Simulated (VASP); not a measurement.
# Al (Fmmm) in VASP: single point with PBEsol

Aim: the single point of Al with PBEsol.

Program: VASP 6.6.1. These are calculated values, not measurements. Logs are shortened: lines on timing, memory, paths and dates and some standing lists are left out, and cuts for length are marked.

### Step 1. The cell of the first run

The structure is orthorhombic, space group Fmmm (No. 69). The conventional cell has a = 2.788 Å, b = 4.883 Å, c = 10.310 Å, α = 90.00°, β = 90.00°, γ = 90.00°. Al (site symmetry mm2) has 11 Al at 2.73 to 3.44 Å within 3.6 Å.

### Step 2. Single point, PBEsol

File INCAR:

```
PREC = Accurate ; ENCUT = 500
EDIFF = 1E-6 ; ISMEAR = 0
SIGMA = 0.1 ; LREAL = False
LASPH = True ; NELM = 120
ALGO = Normal ; ISIF = 2
LWAVE = False ; LCHARG = True
GGA = PS ; LELF = True
LVHAR = True ; NBANDS = 10
GGA_COMPAT = False
```

File KPOINTS:

```
Automatic mesh
0
Gamma
  22 22 22
```

File POSCAR:

```
Al
1.0
    0.0000000000      2.4413298280      5.1550433448
    1.3939667901      0.0000000000      5.1550433448
    1.3939667901      2.4413298280      0.0000000000
Al
2
Direct
    0.8678177739      0.8678177739      0.1321822261
    0.1321822261      0.1321822261      0.8678177739
```

Potentials or basis: VASP PAW PBE potentials, release 64 (Al).

The run is started by

```
$ cat potpaw_PBE.64/Al/POTCAR > POTCAR
$ mpirun -np 1 vasp_std > vasp.out
```

OUTCAR:

```text
PREC = Accurate
   ENCUT = 500
   EDIFF = 1E-6
   ISMEAR = 0
   LREAL = False
   LASPH = True
   NELM = 120
   ISIF = 2
   GGA = PS

 ion  position               nearest neighbor table
   1  0.868  0.868  0.132-   2 2.73   2 2.80   2 2.80
   2  0.132  0.132  0.868-   1 2.73   1 2.80   1 2.80

  LATTYP: Found a face centered orthorhombic cell.
 ALAT       =     2.7879335802
 B/A-ratio  =     1.7513543689
 C/A-ratio  =     3.6981105873

  Lattice vectors:

 A1 = (   0.0000000000,   2.4413298280,   5.1550433448)
 A2 = (   1.3939667901,   0.0000000000,   5.1550433448)
 A3 = (   1.3939667901,   2.4413298280,   0.0000000000)

Analysis of symmetry for initial positions (statically):
=====================================================================
 Subroutine PRICEL returns:
 Original cell was already a primitive cell.

 Routine SETGRP: Setting up the symmetry group for a
 face centered orthorhombic supercell.

 Subroutine GETGRP returns: Found  8 space group operations
 (whereof  8 operations were pure point group operations)
 out of a pool of  8 trial point group operations.

The static configuration has the point symmetry D_2h.

Analysis of symmetry for dynamics (positions and initial velocities):
=====================================================================
 Subroutine PRICEL returns:
 Original cell was already a primitive cell.

 Routine SETGRP: Setting up the symmetry group for a
 face centered orthorhombic supercell.

 Subroutine GETGRP returns: Found  8 space group operations
 (whereof  8 operations were pure point group operations)
 out of a pool of  8 trial point group operations.

The dynamic configuration has the point symmetry D_2h.

 Subroutine INISYM returns: Found  8 space group operations
 (whereof  8 operations are pure point group operations),
 and found     1 'primitive' translations

----------------------------------------------------------------------------------------

                                     Primitive cell

  volume of cell :      35.0866

  direct lattice vectors                    reciprocal lattice vectors
     0.000000000  2.441329828  5.155043345    -0.358688603  0.204806411  0.096992395
     1.393966790  0.000000000  5.155043345     0.358688603 -0.204806411  0.096992395
     1.393966790  2.441329828  0.000000000     0.358688603  0.204806411 -0.096992395

  length of vectors
     5.703907715  5.340188695  2.811269240     0.424276684  0.424276684  0.424276684

  position of ions in fractional coordinates (direct lattice)
     0.867817774  0.867817774  0.132182226
     0.132182226  0.132182226  0.867817774

  ion indices of the primitive-cell ions
   primitive index   ion index
                 1           1
                 2           2

----------------------------------------------------------------------------------------

 KPOINTS: Automatic mesh

Automatic generation of k-mesh.
 Grid dimensions read from file:
 generate k-points for:   22   22   22

 Generating k-lattice:

  Cartesian coordinates                     Fractional coordinates (reciprocal lattice)
    -0.016304027  0.009309382  0.004408745     0.045454545  0.000000000  0.000000000
     0.016304027 -0.009309382  0.004408745    -0.000000000  0.045454545 -0.000000000
     0.016304027  0.009309382 -0.004408745     0.000000000  0.000000000  0.045454545

  Length of vectors
     0.019285304  0.019285304  0.019285304

  Shift w.r.t. Gamma in fractional coordinates (k-lattice)
     0.000000000  0.000000000  0.000000000

 Subroutine IBZKPT returns following result:
 ===========================================

 Found   1530 irreducible k-points:

 Following reciprocal coordinates:
            Coordinates               Weight
  0.000000  0.000000  0.000000      1.000000
  0.045455 -0.000000 -0.000000      8.000000
  0.090909 -0.000000 -0.000000      8.000000
  0.136364  0.000000  0.000000      8.000000
  0.181818  0.000000  0.000000      8.000000
  0.227273  0.000000  0.000000      8.000000
[... 16 lines left out ...]
  0.500000  0.045455 -0.000000      8.000000
 -0.454545  0.045455  0.000000      8.000000
 [... further k-points ...]
   k-points           NKPTS =   1530   k-points in BZ     NKDIM =   1530   number of bands    NBANDS=     10
   number of dos      NEDOS =    301   number of ions     NIONS =      2
   total plane-waves  NPLWV =  40320
   dimension x,y,z NGX =    42 NGY =   40 NGZ =   24
   dimension x,y,z NGXF=    84 NGYF=   80 NGZF=   48
   ions per type =               2
   NGX,Y,Z   is equivalent  to a cutoff of  12.24, 12.45, 14.19 a.u.
   NGXF,Y,Z  is equivalent  to a cutoff of  24.48, 24.90, 28.39 a.u.
 SYSTEM =  unknown system
   PREC   = accura    normal or accurate (medium, high low for compatibility)
   ISTART =      0    job   : 0-new  1-cont  2-samecut
   ICHARG =      2    charge: 1-file 2-atom 10-const
   ISPIN  =      1    spin polarized calculation?
   LNONCOLLINEAR =      F non collinear calculations
   LSORBIT =      F    spin-orbit coupling
   LASPH  =      T    aspherical Exc in radial PAW
   ENCUT  =  500.0 eV  36.75 Ry    6.06 a.u.  10.40  9.74  5.13*2*pi/ulx,y,z
   NELM   =    120;   NELMIN=  2; NELMDL= -5     # of ELM steps
   EDIFF  = 0.1E-05   stopping-criterion for ELM
   LREAL  =      F    real-space projection
   EDIFFG = 0.1E-04   stopping-criterion for IOM
   NSW    =      0    number of steps for IOM
   IBRION =     -1    ionic relax: 0-MD 1-quasi-New 2-CG
   NFREE  =      0    steps in history (QN), initial steepest desc. (CG)
   ISIF   =      2    stress and relaxation
   ISYM   =      2    0-nonsym 1-usesym 2-fastsym
   POTIM  = 0.5000    time-step for ionic-motion
   TEBEG  =    0.0;   TEEND  =   0.0 temperature during run
   PSTRESS=    0.0 pullay stress
   NELECT =       6.0000    total number of electrons
   NUPDOWN=      -1.0000    fix difference up-down
   EMIN   =  10.00;   EMAX   =-10.00  energy-range for DOS
   EFERMI =   0.00;   METHOD = LEGACY
   ISMEAR =     0;   SIGMA  =   0.10  broadening in eV -4-tet -1-fermi 0-gaus
   EFERMI_NEDOS =   21; number of points for ismear=-14 and -15
   IALGO  =     38    algorithm
   IMIX   =      4    mixing-type and parameters
     AMIX     =   0.40;   BMIX     =  1.00
     AMIX_MAG =   1.60;   BMIX_MAG =  1.00
  volume/ion in A,a.u.               =      17.54       118.39
  Fermi-wavevector in a.u.,A,eV,Ry     =   0.908681  1.717158 11.234350  0.825701
  Thomas-Fermi vector in A             =   2.032636
   LORBIT       =      0    0 simple, 1 ext, 2 COOP (PROOUT), +10 PAW based schemes
   GGA     = PS    functional components
   LHFCALC =     F    Hartree Fock is set to
   AEXX    =    0.0000 exact exchange contribution
   IVDW    =     0    specifies the selected vdW correction
   LEPSILON=     F    determine dielectric tensor
   LRPA    =     F    only Hartree local field effects (RPA)
 non-spin polarized calculation
 Gauss-broadening in eV      SIGMA  =   0.10
  energy-cutoff  :      500.00
  volume of cell :       35.09
 maximum number of plane-waves:       908
 NGX is ok and might be reduce to    42
   NGX = 21   NGY = 19   NGZ = 11

 number of electron       6.0000000 magnetization

 Free energy of the ion-electron system (eV)
  ---------------------------------------------------
  ext. energy  EPLUGINS =         0.00000000
  ---------------------------------------------------
  free energy    TOTEN  =        -7.90385685 eV

  energy without entropy =       -7.89975476  energy(sigma->0) =       -7.90180581

 E-fermi :   7.1792     XC(G=0): -10.0103

 val. band max:        7.1788700346   @ k =  -0.4545   0.1364   0.3636
 cond. band min:       7.1811537976   @ k =  -0.2727   0.2273   0.3636
 fundamental gap:      0.0022837630
 Fermi energy:         7.1792202819

 k-point     1 :       0.0000    0.0000    0.0000
  band No.  band energies     occupation
      1      -3.4799      2.00000
      2       1.6482      2.00000
      3       2.4510      2.00000
      4      16.3684      0.00000
      5      17.5048      0.00000
      6      19.5605      0.00000
      7      19.6303      0.00000
      8      19.8500      0.00000
      9      20.3623      0.00000
     10      20.8043      0.00000

 k-point     2 :       0.0455   -0.0000   -0.0000
  band No.  band energies     occupation
      1      -3.4251      2.00000
      2       1.6351      2.00000
      3       2.5694      2.00000
      4      16.2029      0.00000
      5      17.6420      0.00000
      6      18.7097      0.00000
      7      18.8265      0.00000
      8      19.4968      0.00000
      9      19.7811      0.00000
     10      20.8645      0.00000

 k-point     3 :       0.0909   -0.0000   -0.0000
  band No.  band energies     occupation
      1      -3.2606      2.00000
      2       1.6361      2.00000
      3       2.8836      2.00000
      4      15.8234      0.00000
      5      17.0192      0.00000
      6      17.6973      0.00000
      7      17.8074      0.00000
      8      18.6506      0.00000
      9      19.0145      0.00000
     10      20.8514      0.00000

 k-point     4 :       0.1364    0.0000    0.0000
  band No.  band energies     occupation
      1      -2.9870      2.00000
      2       1.7022      2.00000
      3       3.3416      2.00000
      4      15.0212      0.00000
      5      15.4871      0.00000
      6      16.4493      0.00000
      7      17.4458      0.00000
      8      18.0724      0.00000
      9      18.7082      0.00000
     10      20.8466      0.00000
[... 222 lines left out ...]
 k-point    22 :       0.4545    0.0455    0.0000
  band No.  band energies     occupation
      1       0.9942      2.00000
      2       3.7260      2.00000
      3       5.3673      2.00000
      4       8.1922      0.00000
      5       9.0419      0.00000
      6      13.0557      0.00000
      7      14.5129      0.00000
      8      14.7132      0.00000
      9      16.6891      0.00000
     10      17.8005      0.00000

 k-point    23 :       0.5000    0.0455   -0.0000
  band No.  band energies     occupation
      1       2.0037      2.00000
      2       4.0127      2.00000
      3       4.5591      2.00000
      4       7.1949      0.82482
      5      10.1030      0.00000
      6      11.8234      0.00000
      7      14.4170      0.00000
      8      14.5270      0.00000
      9      16.7710      0.00000
     10      17.6307      0.00000

 k-point    24 :      -0.4545    0.0455    0.0000
  band No.  band energies     occupation
      1       2.8674      2.00000
      2       3.1268      2.00000
      3       5.2076      2.00000
      4       6.4239      2.00000
      5      10.2194      0.00000
      6      11.6240      0.00000
      7      14.3636      0.00000
      8      14.5372      0.00000
      9      16.8218      0.00000
     10      17.6597      0.00000

 [... further k-points ...]
[... 5 lines left out ...]
  --------------------------------------------------------------------------------------
  -------------------------------------------------------------------------------------
  Total        0.0216763      0.0057965      0.0107335     -0.0000000      0.0000000      0.0000000
  in kB        0.9898167      0.2646875      0.4901304     -0.0000000      0.0000000      0.0000000
  external PRESSURE =       0.5815449 kB  Pullay stress =       0.0000000 kB

 VOLUME and BASIS-vectors are now :
 -----------------------------------------------------------------------------
  energy-cutoff  :      500.00
  volume of cell :       35.09
      direct lattice vectors                 reciprocal lattice vectors
     0.000000000  2.441329828  5.155043345    -0.358688603  0.204806411  0.096992395
     1.393966790  0.000000000  5.155043345     0.358688603 -0.204806411  0.096992395
     1.393966790  2.441329828  0.000000000     0.358688603  0.204806411 -0.096992395

 POSITION                                       TOTAL-FORCE (eV/Angst)
 -----------------------------------------------------------------------------------
      1.39397      2.44133      8.94728         0.000000      0.000000     -0.000557
      1.39397      2.44133      1.36281         0.000000      0.000000      0.000557
 -----------------------------------------------------------------------------------
    total drift:                               -0.000000     -0.000000     -0.000000

  FREE ENERGIE OF THE ION-ELECTRON SYSTEM (eV)
  ---------------------------------------------------
  free  energy   TOTEN  =        -7.9038568535 eV

  energy  without entropy=       -7.8997547617  energy(sigma->0) =       -7.90180581
```

It took 15 min on 1 thread of Intel Xeon 8259CL, shared host; peak memory 0.48 GiB.

What came out:

| Item | Value |
| --- | --- |
| Free energy | -7.9039 eV |
| Pressure | 0.1 GPa |
| Band gap on the k mesh | zero (bands 3 and 4 overlap by 5.32 eV) |

Caveat: the PAW data sets were made with another functional, which shifts forces and pressure a little.
